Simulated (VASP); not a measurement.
# BeTe (F-43m) in VASP: notebook, part 2 of 2

VASP 6.6.1. The steps go on from the part before.

## 3. Relaxation of cell and atoms, PBEsol, target pressure 15 GPa, at which the enthalpy is minimised

INCAR

```
SYSTEM = BeTe
PREC = Accurate
ENCUT = 600
EDIFF = 1E-6
ISMEAR = 0
SIGMA = 0.01
LREAL = .False.
LASPH = .True.
NELM = 60
ALGO = Normal
ISIF = 3
LWAVE = .False.
LCHARG = .False.
GGA = PS
IBRION = 2
NSW = 100
EDIFFG = -0.002
PSTRESS = 150.0
```

KPOINTS

```
regular mesh
0
Gamma
  8 8 8
  0 0 0
```

POSCAR

```
BeTe
1.0
    0.0000000000      2.8027741266      2.8027741266
    2.8027741266      0.0000000000      2.8027741266
    2.8027741266      2.8027741266      0.0000000000
Be Te
1 1
Direct
    0.0000000000      0.0000000000      0.0000000000
    0.7500000000      0.7500000000      0.7500000000
```

Potentials or basis: VASP PAW PBE potentials, release 64 (Be, Te).

The run is started by

```bash
cat potpaw_PBE.64/Be/POTCAR potpaw_PBE.64/Te/POTCAR > POTCAR
mpirun -np 1 vasp_std > vasp.out
```

OUTCAR:

```text
SYSTEM = BeTe
   PREC = Accurate
   ENCUT = 600
   EDIFF = 1E-6
   ISMEAR = 0
   LREAL = .False.
   LASPH = .True.
   NELM = 60
   ISIF = 3
   GGA = PS
   IBRION = 2
   NSW = 100
   EDIFFG = -0.002
   PSTRESS = 150.0

 ion  position               nearest neighbor table
   1  0.000  0.000  0.000-   2 2.43   2 2.43   2 2.43   2 2.43
   2  0.750  0.750  0.750-   1 2.43   1 2.43   1 2.43   1 2.43

  LATTYP: Found a face centered cubic cell.
 ALAT       =     5.6055482532

  Lattice vectors:

 A1 = (   0.0000000000,   2.8027741266,   2.8027741266)
 A2 = (   2.8027741266,   0.0000000000,   2.8027741266)
 A3 = (   2.8027741266,   2.8027741266,   0.0000000000)

Analysis of symmetry for initial positions (statically):
=====================================================================
 Subroutine PRICEL returns:
 Original cell was already a primitive cell.

 Routine SETGRP: Setting up the symmetry group for a
 face centered cubic supercell.

 Subroutine GETGRP returns: Found 24 space group operations
 (whereof 24 operations were pure point group operations)
 out of a pool of 48 trial point group operations.

The static configuration has the point symmetry T_d .

Analysis of symmetry for dynamics (positions and initial velocities):
[... 164 lines left out ...]
  FORCE on cell =-STRESS in cart. coord.  units (eV):
  Direction    XX          YY          ZZ          XY          YZ          ZX
  --------------------------------------------------------------------------------------
  -------------------------------------------------------------------------------------
  Total        0.0611725      0.0611725      0.0611725      0.0000000     -0.0000000      0.0000000
  in kB        2.2257290      2.2257290      2.2257290      0.0000000     -0.0000000      0.0000000
  external PRESSURE =    -147.7742710 kB  Pullay stress =     150.0000000 kB
[... 25 lines left out ...]
--------------------------------------- Ionic step        2  -------------------------------------------

 number of electron       8.0000000 magnetization

 E-fermi :   9.4098     XC(G=0): -10.5363

 val. band max:        9.3018257988   @ k =   0.0000   0.0000   0.0000
 cond. band min:      10.1655441765   @ k =   0.5000   0.5000   0.0000
 fundamental gap:      0.8637183778
 Fermi energy:         9.4097912607

 k-point     1 :       0.0000    0.0000    0.0000
  band No.  band energies     occupation
      1      -5.6857      2.00000
      2       9.3018      2.00000
      3       9.3018      2.00000
      4       9.3018      2.00000
      5      12.4519      0.00000
      6      12.4519      0.00000
      7      12.4519      0.00000
      8      15.6686      0.00000
[... 404 lines left out ...]
--------------------------------------- Ionic step        6  -------------------------------------------

 number of electron       8.0000000 magnetization

 Free energy of the ion-electron system (eV)
  ---------------------------------------------------
  ext. energy  EPLUGINS =         0.00000000
  ---------------------------------------------------
  free energy    TOTEN  =        -7.92811350 eV

  energy without entropy =       -7.92811350  energy(sigma->0) =       -7.92811350

 E-fermi :   7.3576     XC(G=0):  -9.9555

 val. band max:        7.2992376592   @ k =   0.0000   0.0000   0.0000
 cond. band min:       8.6314195067   @ k =   0.5000   0.5000   0.0000
 fundamental gap:      1.3321818476
 Fermi energy:         7.3575889253

 k-point     1 :       0.0000    0.0000    0.0000
  band No.  band energies     occupation
      1      -6.4289      2.00000
      2       7.2992      2.00000
      3       7.2992      2.00000
      4       7.2992      2.00000
      5      10.6843      0.00000
      6      10.6843      0.00000
      7      10.6843      0.00000
      8      12.4808      0.00000
[... 286 lines left out ...]
  energy  without entropy=       -7.9281135003  energy(sigma->0) =       -7.92811350

  enthalpy is  TOTEN    =        -4.4567602657 eV   P V=        3.4713532346

 reached required accuracy - stopping structural energy minimisation
```

OSZICAR:

```text
N       E                     dE             d eps       ncg     rms          rms(c)
DAV:   1     0.228050199043E+02    0.22805E+02   -0.36686E+03   464   0.910E+02
DAV:   2    -0.753443880993E+01   -0.30339E+02   -0.30184E+02   680   0.104E+02
DAV:   3    -0.835266972268E+01   -0.81823E+00   -0.81823E+00   528   0.232E+01
DAV:   4    -0.836108542518E+01   -0.84157E-02   -0.84157E-02   736   0.256E+00
[... 42 lines left out ...]
   5 F= -.44567586E+01 E0= -.44567586E+01  d E =0.544598E-06
       N       E                     dE             d eps       ncg     rms          rms(c)
DAV:   1    -0.792811500638E+01    0.10531E-02   -0.38246E-05   520   0.342E-02    0.803E-03
DAV:   2    -0.792811372286E+01    0.12835E-05   -0.27032E-06   456   0.103E-02    0.382E-03
DAV:   3    -0.792811350028E+01    0.22258E-06   -0.14351E-06   240   0.633E-03
   6 F= -.44567603E+01 E0= -.44567603E+01  d E =-.111347E-05
```

CONTCAR:

```text
BeTe
   1.00000000000000
     0.0000000000000000    2.6466471511395855    2.6466471511395855
     2.6466471511395855   -0.0000000000000000    2.6466471511395855
     2.6466471511395855    2.6466471511395855    0.0000000000000000
  Be              Te
     1     1
Direct
     0.0000000000000000    0.0000000000000000    0.0000000000000000
     0.7500000000000000    0.7500000000000000    0.7500000000000000

  0.00000000E+00  0.00000000E+00  0.00000000E+00
  0.00000000E+00  0.00000000E+00  0.00000000E+00
```

Run time: 31 s. Hardware: 1 thread of Intel Xeon Platinum 8488C (Sapphire Rapids), shared host; peak memory 0.19 GiB.

What came out:

| Property | Result |
| --- | --- |
| Free energy | -7.9281 eV |
| Relaxed volume | 18.54 Å³/atom |
| Relaxed cell | a = 3.743 Å, b = 3.743 Å, c = 3.743 Å, α = 60.00°, β = 60.00°, γ = 60.00° |
| Space group after relaxing (to 0.05 Å) | F-43m (No. 216) |
| Energy change on relaxing (the enthalpy is what falls) | +143.9 meV/atom |
| Ionic steps | 6 |
| Pressure after relaxing | 15.0 GPa |
| Band gap on the k mesh | 1.33 eV, indirect (least direct gap 3.39 eV) |

The path:
| step | energy change (eV) | largest force (eV/Å) | pressure (GPa) | volume (Å³) |
| --- | --- | --- | --- | --- |
| 1 | 0.0000 | 0.0000 | 0.22 | 44.03 |
| 2 | 1.0012 | 0.0000 | 35.00 | 32.32 |
| 3 | 0.2771 | 0.0000 | 14.65 | 37.19 |
| 4 | 0.2891 | 0.0000 | 15.04 | 37.06 |
| 5 | 0.2867 | 0.0000 | 14.96 | 37.09 |
| 6 | 0.2878 | 0.0000 | 14.99 | 37.08 |

Final structure:
```
Be Te
1.0
     0.00000    2.64665    2.64665
     2.64665    0.00000    2.64665
     2.64665    2.64665    0.00000
Be Te
1 1
Direct
  0.00000 0.00000 0.00000
  0.75000 0.75000 0.75000
```

Levels at points of the mesh, in eV from the valence-band top:
```
           k point  band 1  band 2  band 3  band 4  band 5  band 6  band 7  band 8
(0.00, 0.00, 0.00)  -13.73    0.00    0.00    0.00    3.39    3.39    3.39    5.18
(0.50, 0.00, 0.00)  -11.86   -6.90   -1.49   -1.49    3.56    4.42    4.42    7.49
(0.50, 0.50, 0.00)  -11.16   -6.23   -3.44   -3.44    1.33    2.29   10.91   10.91
```

Caveat: the cell is relaxed towards a set pressure, so the enthalpy falls and the energy may rise; the volume moved by over 15 % at a fixed basis, so the end points are rough; the PAW data sets were made with another functional, which shifts forces and pressure a little; spin-orbit coupling is left out, which moves the levels of the heavy elements.
